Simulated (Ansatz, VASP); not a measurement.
## BeTe in VASP and in Ansatz

```xyz
2
Lattice="0.0000 2.9336 2.7460 2.9336 0.0000 2.7460 2.9336 2.9336 0.0000" Properties=species:S:1:pos:R:3 pbc="T T T"
Be    0.0000    0.0000    0.0000
Te    1.4668    1.4668    1.3730
```

Change from the starting cell: epitaxial_xy strain +3.7%.

Alike in both runs: task single point; functional PBE; k mesh 8 × 8 × 8; occupations fermi-dirac, width 0.02 eV; no spin polarisation.

|  | VASP | Ansatz |
| --- | --- | --- |
| version | VASP 6.6.1 | Ansatz 0.2.0 |
| potentials or method | VASP PAW PBE potentials, release 64 (Be, Te) | plane waves, PAW |
| plane-wave cutoff (eV) | 520 | 420 |
| valence electrons in the cell | 8 | 18 |

|  | VASP | Ansatz | Ansatz less VASP |
| --- | --- | --- | --- |
| gap on the k mesh at the Fermi level (eV) | 1.65 | 1.67 | +0.012 |
| pressure (GPa) | -2.0 | -2.1 | -0.11 |
| traceless stress, the component that is largest in VASP (GPa) | 2.28 | 2.29 | +0.009 |

The functional is the same, so the differences come from potentials, cutoffs and numerics. VASP's potentials hold 8 valence electrons a cell and Ansatz's 18, so a difference there can come from the potentials and not from the codes.

Neither program's run includes spin-orbit coupling.
